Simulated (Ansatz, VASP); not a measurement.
# One calculation of SiC, two programs

The input INCAR:

```
SYSTEM = SiC
  PREC = Accurate
  ENCUT = 600
  EDIFF = 1E-7
  ISMEAR = 0
  SIGMA = 0.02
  LREAL = .False.
  LASPH = .True.
  NELM = 100
  ALGO = Normal
  ISIF = 3
  LWAVE = .False.
  LCHARG = .False.
  GGA = PE
  IVDW = 12
  IBRION = 2
  NSW = 70
  EDIFFG = -0.005
```

The input KPOINTS:

```
regular mesh
0
Gamma
  12 12 2
  0 0 0
```

POSCAR

```
SiC
1.0
    3.0949980731      0.0000000000      0.0000000000
   -1.5474990366      2.6803469560      0.0000000000
    0.0000000000      0.0000000000     15.1864399632
Si C
6 6
Direct
    0.0000000000      0.0000000000      0.1250399221
    0.0000000000      0.0000000000      0.6250399221
    0.3333333333      0.6666666667      0.2918177992
    0.6666666667      0.3333333333      0.7918177992
    0.3333333333      0.6666666667      0.9583095063
    0.6666666667      0.3333333333      0.4583095063
    0.0000000000      0.0000000000     -0.0003123163
    0.0000000000      0.0000000000      0.4996876837
    0.3333333333      0.6666666667      0.1668296831
    0.6666666667      0.3333333333      0.6668296831
    0.3333333333      0.6666666667      0.8333154055
    0.6666666667      0.3333333333      0.3333154055
```

Input for Ansatz:

```yaml
crystal:
  lattice:
    - [3.0949980731, 0.0, 0.0]
    - [-1.5474990366, 2.680346956, 0.0]
    - [0.0, 0.0, 15.1864399632]
  atoms:
    - { symbol: Si, position: [0.0, 0.0, 0.1250399221] }
    - { symbol: Si, position: [0.0, 0.0, 0.6250399221] }
    - { symbol: Si, position: [0.3333333333, 0.6666666667, 0.2918177992] }
    - { symbol: Si, position: [0.6666666667, 0.3333333333, 0.7918177992] }
    - { symbol: Si, position: [0.3333333333, 0.6666666667, 0.9583095063] }
    - { symbol: Si, position: [0.6666666667, 0.3333333333, 0.4583095063] }
    - { symbol: C, position: [0.0, 0.0, -0.0003123163] }
    - { symbol: C, position: [0.0, 0.0, 0.4996876837] }
    - { symbol: C, position: [0.3333333333, 0.6666666667, 0.1668296831] }
    - { symbol: C, position: [0.6666666667, 0.3333333333, 0.6668296831] }
    - { symbol: C, position: [0.3333333333, 0.6666666667, 0.8333154055] }
    - { symbol: C, position: [0.6666666667, 0.3333333333, 0.3333154055] }
basis:
  ecutwfc: 420
kpoints:
  mp_grid: { grid: [12, 12, 2] }
hamiltonian:
  xc: pbe
  dispersion: d3bj
scf:
  occupations: { method: gaussian, width: 0.02 }
output:
  forces: true
  stress: true
  eigenvalues: true
relax:
  adjacent_minimum: "off"
  f_tol: 0.005
  max_steps: 50
  cell: { stress_tol: 0.05 }
```

Alike in both runs: task relaxation of cell and atoms; functional PBE; dispersion D3(BJ); k mesh 12 × 12 × 2; occupations gaussian, width 0.02 eV; no spin polarisation.

|  | VASP | Ansatz |
| --- | --- | --- |
| version | VASP 6.6.1 | Ansatz 0.2.0 |
| potentials or method | VASP PAW PBE potentials, release 64 (Si, C), cutoff 600 eV | scalar-relativistic, plane waves, PAW |
| valence electrons in the cell | 48 | 48 |

Ansatz gave:

* gap on the k mesh at the Fermi level, each at its own relaxed structure (eV): 2.03
* relaxed volume (Å³/atom): 10.28
* relaxed length of the cell vector where the two differ most in proportion (Å): 3.073

Problem. What did VASP give for the same quantities?

Solution. gap on the k mesh at the Fermi level, each at its own relaxed structure (eV): 2.02; relaxed volume (Å³/atom): 10.27; relaxed length of the cell vector where the two differ most in proportion (Å): 3.072.
